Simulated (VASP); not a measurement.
# Gd (P6_3/mmc) in VASP: single point with LDA

Aim: the single point of Gd with LDA.

Everything below comes from runs of VASP 6.6.1. Logs are shortened: lines on timing, memory, paths and dates and some standing lists are left out, and cuts for length are marked.

**1. The cell of the first run**

Symmetry: P6_3/mmc, No. 194, hexagonal system. Conventional cell: a = 3.636 Å, b = 3.636 Å, c = 5.783 Å, α = 90.00°, β = 90.00°, γ = 120.00°. Within 4.7 Å of Gd (site symmetry -6m2) lie 12 Gd at 3.57 to 3.64 Å.

**2. Single point, LDA, collinear spin, antiferromagnetic start**

File INCAR:

```
  PREC = Accurate
  ENCUT = 520
  EDIFF = 1E-6
  ISMEAR = -1
  SIGMA = 0.1
  LREAL = F
  LASPH = T
  NELM = 150
  ALGO = Normal
  ISIF = 2
  LWAVE = F
  LCHARG = F
  ISPIN = 2
  MAGMOM = 7 -7
  LORBIT = 11
  LMAXMIX = 6
  GGA = CA
  NBANDS = 29
```

File KPOINTS:

```
regular mesh
0
Gamma
  10 10 6
```

File POSCAR:

```
Gd
1.0
    3.6360000000      0.0000000000      0.0000000000
   -1.8180000000      3.1488700000      0.0000000000
    0.0000000000      0.0000000000      5.7826000000
Gd
2
Direct
    0.3333333333      0.6666666667      0.2500000000
    0.6666666667      0.3333333333      0.7500000000
```

Potentials or basis: VASP PAW PBE potentials, release 64 (Gd).

Started as:

```sh
$ cat potpaw_PBE.64/Gd/POTCAR > POTCAR
$ mpirun -np 1 vasp_std > vasp.out
```

OUTCAR:

```text
PREC = Accurate
   ENCUT = 520
   EDIFF = 1E-6
   ISMEAR = -1
   LREAL = F
   LASPH = T
   NELM = 150
   ISIF = 2
   ISPIN = 2
   LORBIT = 11
   GGA = CA

 ion  position               nearest neighbor table
   1  0.333  0.667  0.250-
   2  0.667  0.333  0.750-

  LATTYP: Found a hexagonal cell.
 ALAT       =     3.6360000000
 C/A-ratio  =     1.5903740374

  Lattice vectors:

 A1 = (   3.6360000000,   0.0000000000,   0.0000000000)
 A2 = (  -1.8180000000,   3.1488700000,   0.0000000000)
 A3 = (   0.0000000000,   0.0000000000,   5.7826000000)

Analysis of symmetry for initial positions (statically):
=====================================================================
 Subroutine PRICEL returns:
 Original cell was already a primitive cell.

 Routine SETGRP: Setting up the symmetry group for a
 hexagonal supercell.

 Subroutine GETGRP returns: Found 24 space group operations
 (whereof 12 operations were pure point group operations)
 out of a pool of 24 trial point group operations.

The static configuration has the point symmetry D_3d.
 The point group associated with its full space group is D_6h.

Analysis of symmetry for dynamics (positions and initial velocities):
=====================================================================
 Subroutine PRICEL returns:
 Original cell was already a primitive cell.

 Routine SETGRP: Setting up the symmetry group for a
 hexagonal supercell.

 Subroutine GETGRP returns: Found 24 space group operations
 (whereof 12 operations were pure point group operations)
 out of a pool of 24 trial point group operations.

The dynamic configuration has the point symmetry D_3d.
 The point group associated with its full space group is D_6h.

Analysis of structural, dynamic, and magnetic symmetry:
=====================================================================
 Subroutine PRICEL returns:
 Original cell was already a primitive cell.

 Routine SETGRP: Setting up the symmetry group for a
 hexagonal supercell.

 Subroutine GETGRP returns: Found 24 space group operations
 (whereof 12 operations were pure point group operations)
 out of a pool of 24 trial point group operations.

The overall configuration has the point symmetry D_3d.
 The point group associated with its full space group is D_6h.

 Subroutine INISYM returns: Found 24 space group operations
 (whereof 12 operations are pure point group operations),
 and found     1 'primitive' translations

----------------------------------------------------------------------------------------

                                     Primitive cell

  volume of cell :      66.2067

  direct lattice vectors                    reciprocal lattice vectors
     3.636000000  0.000000000  0.000000000     0.275027503  0.158787120  0.000000000
    -1.818000000  3.148870000  0.000000000     0.000000000  0.317574241  0.000000000
     0.000000000  0.000000000  5.782600000     0.000000000  0.000000000  0.172932591

  length of vectors
     3.636000000  3.636001413  5.782600000     0.317574364  0.317574241  0.172932591

  position of ions in fractional coordinates (direct lattice)
     0.333333333  0.666666667  0.250000000
     0.666666667  0.333333333  0.750000000

  ion indices of the primitive-cell ions
   primitive index   ion index
                 1           1
                 2           2

----------------------------------------------------------------------------------------

 KPOINTS: regular mesh

Automatic generation of k-mesh.
 Grid dimensions read from file:
 generate k-points for:   10   10    6

 Generating k-lattice:

  Cartesian coordinates                     Fractional coordinates (reciprocal lattice)
     0.027502750  0.015878712  0.000000000     0.100000000  0.000000000  0.000000000
     0.000000000  0.031757424  0.000000000     0.000000000  0.100000000  0.000000000
     0.000000000  0.000000000  0.028822098     0.000000000  0.000000000  0.166666667

  Length of vectors
     0.031757436  0.031757424  0.028822098

  Shift w.r.t. Gamma in fractional coordinates (k-lattice)
     0.000000000  0.000000000  0.000000000

 Subroutine IBZKPT returns following result:
 ===========================================

 Found     56 irreducible k-points:

 Following reciprocal coordinates:
            Coordinates               Weight
  0.000000  0.000000  0.000000      1.000000
  0.100000  0.000000  0.000000      6.000000
  0.200000  0.000000  0.000000      6.000000
  0.300000 -0.000000  0.000000      6.000000
  0.400000  0.000000  0.000000      6.000000
  0.500000  0.000000  0.000000      3.000000
[... 16 lines left out ...]
  0.300000  0.100000  0.166667     24.000000
  0.400000  0.100000  0.166667     24.000000
 [... further k-points ...]
   k-points           NKPTS =     56   k-points in BZ     NKDIM =     56   number of bands    NBANDS=     29
   number of dos      NEDOS =    301   number of ions     NIONS =      2
   total plane-waves  NPLWV =  37632
   dimension x,y,z NGX =    28 NGY =   28 NGZ =   48
   dimension x,y,z NGXF=    56 NGYF=   56 NGZF=   96
   ions per type =               2
   NGX,Y,Z   is equivalent  to a cutoff of  12.80, 12.80, 13.80 a.u.
   NGXF,Y,Z  is equivalent  to a cutoff of  25.60, 25.60, 27.60 a.u.
 SYSTEM =  unknown system
   PREC   = accura    normal or accurate (medium, high low for compatibility)
   ISTART =      0    job   : 0-new  1-cont  2-samecut
   ICHARG =      2    charge: 1-file 2-atom 10-const
   ISPIN  =      2    spin polarized calculation?
   LNONCOLLINEAR =      F non collinear calculations
   LSORBIT =      F    spin-orbit coupling
   LASPH  =      T    aspherical Exc in radial PAW
   ENCUT  =  520.0 eV  38.22 Ry    6.18 a.u.   6.76  6.76 10.75*2*pi/ulx,y,z
   NELM   =    150;   NELMIN=  2; NELMDL= -5     # of ELM steps
   EDIFF  = 0.1E-05   stopping-criterion for ELM
   LREAL  =      F    real-space projection
   EDIFFG = 0.1E-04   stopping-criterion for IOM
   NSW    =      0    number of steps for IOM
   IBRION =     -1    ionic relax: 0-MD 1-quasi-New 2-CG
   NFREE  =      0    steps in history (QN), initial steepest desc. (CG)
   ISIF   =      2    stress and relaxation
   ISYM   =      2    0-nonsym 1-usesym 2-fastsym
   POTIM  = 0.5000    time-step for ionic-motion
   TEBEG  =    0.0;   TEEND  =   0.0 temperature during run
   PSTRESS=    0.0 pullay stress
   NELECT =      36.0000    total number of electrons
   NUPDOWN=      -1.0000    fix difference up-down
   EMIN   =  10.00;   EMAX   =-10.00  energy-range for DOS
   EFERMI =   0.00;   METHOD = LEGACY
   ISMEAR =    -1;   SIGMA  =   0.10  broadening in eV -4-tet -1-fermi 0-gaus
   EFERMI_NEDOS =   21; number of points for ismear=-14 and -15
   IALGO  =     38    algorithm
   IMIX   =      4    mixing-type and parameters
     AMIX     =   0.40;   BMIX     =  1.00
     AMIX_MAG =   1.60;   BMIX_MAG =  1.00
  volume/ion in A,a.u.               =      33.10       223.39
  Fermi-wavevector in a.u.,A,eV,Ry     =   1.336211  2.525073 24.292660  1.785460
  Thomas-Fermi vector in A             =   2.464855
   LORBIT       =     11    0 simple, 1 ext, 2 COOP (PROOUT), +10 PAW based schemes
   GGA     = CA    functional components
   LHFCALC =     F    Hartree Fock is set to
   AEXX    =    0.0000 exact exchange contribution
   IVDW    =     0    specifies the selected vdW correction
   LEPSILON=     F    determine dielectric tensor
   LRPA    =     F    only Hartree local field effects (RPA)
 spin polarized calculation
  energy-cutoff  :      520.00
  volume of cell :       66.21
 maximum number of plane-waves:      1804
 NGX is ok and might be reduce to    28
   NGX = 13   NGY = 13   NGZ = 21

 number of electron      36.0000006 magnetization       0.0000000

 number of electron      36.0000006 magnetization      -0.0000000

 Free energy of the ion-electron system (eV)
  ---------------------------------------------------
  ext. energy  EPLUGINS =         0.00000000
  ---------------------------------------------------
  free energy    TOTEN  =       -23.35436947 eV

  energy without entropy =      -23.19007680  energy(sigma->0) =      -23.27222314

 E-fermi :   2.6314     XC(G=0): -10.2417

 val. band max:        2.6255920674   @ k =   0.2000   0.0000   0.5000
 cond. band min:       2.6362555819   @ k =   0.3000   0.2000   0.0000
 fundamental gap:      0.0106635146
 Fermi energy:         2.6314008423

 spin component 1

 k-point     1 :       0.0000    0.0000    0.0000
  band No.  band energies     occupation
      1     -41.9656      1.00000
      2     -39.0935      1.00000
      3     -19.6589      1.00000
      4     -19.3141      1.00000
      5     -19.3141      1.00000
      6     -17.4094      1.00000
[... 21 lines left out ...]
     28       4.7804      0.00000
     29       5.4315      0.00000
[... 705 lines left out ...]
 k-point    24 :       0.4000    0.1000    0.1667
  band No.  band energies     occupation
      1     -41.9262      1.00000
      2     -39.0455      1.00000
      3     -19.8028      1.00000
      4     -19.5257      1.00000
      5     -19.4652      1.00000
      6     -17.7046      1.00000
[... 21 lines left out ...]
     28       4.5475      0.00000
     29       5.0235      0.00000

 [... further k-points ...]

 spin component 2

 k-point     1 :       0.0000    0.0000    0.0000
  band No.  band energies     occupation
      1     -41.9656      1.00000
      2     -39.0935      1.00000
      3     -19.6589      1.00000
      4     -19.3141      1.00000
      5     -19.3141      1.00000
      6     -17.4094      1.00000
[... 21 lines left out ...]
     28       4.7804      0.00000
     29       5.4430      0.00000
[... 705 lines left out ...]
 k-point    24 :       0.4000    0.1000    0.1667
  band No.  band energies     occupation
      1     -41.9262      1.00000
      2     -39.0455      1.00000
      3     -19.8028      1.00000
      4     -19.5257      1.00000
      5     -19.4652      1.00000
      6     -17.7046      1.00000
[... 21 lines left out ...]
     28       4.5475      0.00000
     29       5.0235      0.00000

 [... further k-points ...]

------------------------ aborting loop because EDIFF is reached ----------------------------------------

  FORCE on cell =-STRESS in cart. coord.  units (eV):
  Direction    XX          YY          ZZ          XY          YZ          ZX
  --------------------------------------------------------------------------------------
  -------------------------------------------------------------------------------------
  Total       -1.4951541     -1.4951556     -1.5436440      0.0000000     -0.0000000      0.0000000
  in kB      -36.1821841    -36.1822216    -37.3556221      0.0000000     -0.0000000      0.0000000
  external PRESSURE =     -36.5733426 kB  Pullay stress =       0.0000000 kB

 VOLUME and BASIS-vectors are now :
 -----------------------------------------------------------------------------
  energy-cutoff  :      520.00
  volume of cell :       66.21
      direct lattice vectors                 reciprocal lattice vectors
     3.636000000  0.000000000  0.000000000     0.275027503  0.158787120  0.000000000
    -1.818000000  3.148870000  0.000000000     0.000000000  0.317574241  0.000000000
     0.000000000  0.000000000  5.782600000     0.000000000  0.000000000  0.172932591

 POSITION                                       TOTAL-FORCE (eV/Angst)
 -----------------------------------------------------------------------------------
     -0.00000      2.09925      1.44565         0.000000      0.000000      0.000000
      1.81800      1.04962      4.33695        -0.000000     -0.000000      0.000000
 -----------------------------------------------------------------------------------
    total drift:                               -0.000000      0.000000     -0.000000

  FREE ENERGIE OF THE ION-ELECTRON SYSTEM (eV)
  ---------------------------------------------------
  free  energy   TOTEN  =       -23.3543694726 eV

  energy  without entropy=      -23.1900768002  energy(sigma->0) =      -23.27222314

 total charge

# of ion       s       p       d       f       tot
--------------------------------------------------
    1        2.072   5.526   0.558   7.055  15.211
    2        2.072   5.526   0.558   7.055  15.211
--------------------------------------------------
tot          4.144  11.051   1.116  14.111  30.422

 magnetization (x)

# of ion       s       p       d       f       tot
--------------------------------------------------
    1        0.009  -0.051   0.160   6.722   6.841
    2       -0.009   0.051  -0.160  -6.722  -6.841
--------------------------------------------------
tot          0.000   0.000   0.000   0.000   0.000
```

Wall time 13 min (1 thread of Intel Xeon 8259CL, shared host); peak memory 0.3 GiB.

Results:

```
Free energy                                           : -23.3544 eV
Pressure                                              : -3.7 GPa
Band gap on the k mesh                                : zero (filled and empty bands overlap)
Net moment                                            : 0.00 μB per cell
Site moments                                          : Gd +6.84, -6.84 μB
Valence electrons inside the program's atomic spheres : Gd 15.21
```

Stress tensor (GPa, compression positive):
```
-3.62  0.00  0.00
 0.00 -3.62  0.00
 0.00  0.00 -3.74
```

Levels at points of the mesh, in eV from the Fermi level:
Spin up:
| k point | band 14 | band 15 | band 16 | band 17 | band 18 | band 19 | band 20 | band 21 | band 22 | band 23 |
| --- | --- | --- | --- | --- | --- | --- | --- | --- | --- | --- |
| (0.00, 0.00, 0.00) | -4.19 | -4.19 | -4.16 | -1.94 | 0.39 | 0.46 | 0.53 | 0.53 | 0.60 | 0.60 |
| (0.50, 0.00, 0.00) | -4.17 | -4.16 | -1.69 | -1.17 | -0.87 | 0.35 | 0.49 | 0.53 | 0.56 | 0.63 |
| (0.00, 0.00, 0.50) | -4.19 | -4.16 | -3.24 | -2.82 | 0.21 | 0.39 | 0.56 | 0.56 | 0.64 | 0.64 |
| (0.50, 0.00, 0.50) | -4.17 | -4.16 | -1.81 | -1.63 | -0.20 | 0.32 | 0.48 | 0.53 | 0.55 | 0.58 |
Spin down:
```
           k point  band 16  band 17  band 18  band 19  band 20  band 21
(0.00, 0.00, 0.00)    -4.16    -1.94     0.39     0.46     0.53     0.53
(0.50, 0.00, 0.00)    -1.69    -1.17    -0.87     0.35     0.49     0.53
(0.00, 0.00, 0.50)    -3.24    -2.82     0.21     0.39     0.56     0.56
(0.50, 0.00, 0.50)    -1.81    -1.63    -0.20     0.32     0.48     0.53
```

Caveat: the cell stands under tension; the PAW data sets were made with another functional, which shifts forces and pressure a little; spin-orbit coupling is left out, which moves the levels of the heavy elements; semilocal functionals describe open f shells poorly, which spoils levels, moments and volumes.
